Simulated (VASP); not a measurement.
## BN: electric field gradients with PBEsol

BN:

```xyz
2
Lattice="-0.0362 1.7894 1.7894 1.7894 -0.0362 1.7894 1.7894 1.7894 -0.0362" Properties=species:S:1:pos:R:3 pbc="T T T"
B     0.0000    0.0000    0.0000
N     2.6570    2.6570    2.6570
```

This cell differs from its parent crystal: equal xy, yz and zx shear strains of -2 %.

```json
{
  "Program": "VASP 6.6.1",
  "Task": "electric field gradients",
  "Functional": "PBEsol",
  "Potentials or basis": "VASP PAW PBE potentials, release 64 (B, N)",
  "Cutoff": "520 eV",
  "k mesh": "13 × 13 × 13",
  "Occupations": "fermi-dirac, width 0.03 eV",
  "Spin": "no spin polarisation",
  "Dipole correction": "no",
  "Further INCAR settings": "ALGO = Normal; EDIFF = 1e-08; NBANDS = 11"
}
```

```
Pressure                                : -1.8 GPa
Largest force                           : 0.126 eV/Å
Band gap on the k mesh                  : 4.27 eV (least direct gap 8.43 eV)
Largest electric field gradient by atom : B -2.5; N -6.6 V/Å²
```

Forces in eV/Å, atoms in the order of the input:
```
B    0.073  0.073  0.073
N   -0.073 -0.073 -0.073
```

Stress tensor (GPa, compression positive):
```
-1.79  9.28  9.28
 9.28 -1.79  9.28
 9.28  9.28 -1.79
```

Levels at points of the mesh, in eV from the valence-band top:
```
           k point  band 1  band 2  band 3  band 4  band 5  band 6  band 7  band 8  band 9
(0.00, 0.00, 0.00)  -20.32   -0.09   -0.09    0.00    8.43    8.43    8.88   10.60   24.46
```

Electric field gradients, principal values (V/Å²):
```
atom  least  middle  greatest (by size)
 1 B  1.273   1.273              -2.546
 2 N  3.290   3.290              -6.580
```

Run time: 43 s on 1 thread of Intel Xeon 8259CL, on a shared host, peak memory 0.14 GiB.

Caveat: the cell differs from its parent crystal (equal xy, yz and zx shear strains of -2 %); without QUAD_EFG the Cq values of the log hold for a quadrupole moment of 1 mb, not for the nuclei; the PAW data sets were made with another functional, which shifts forces and pressure a little; an odd mesh through Γ misses points on the zone boundary, where band edges can lie.
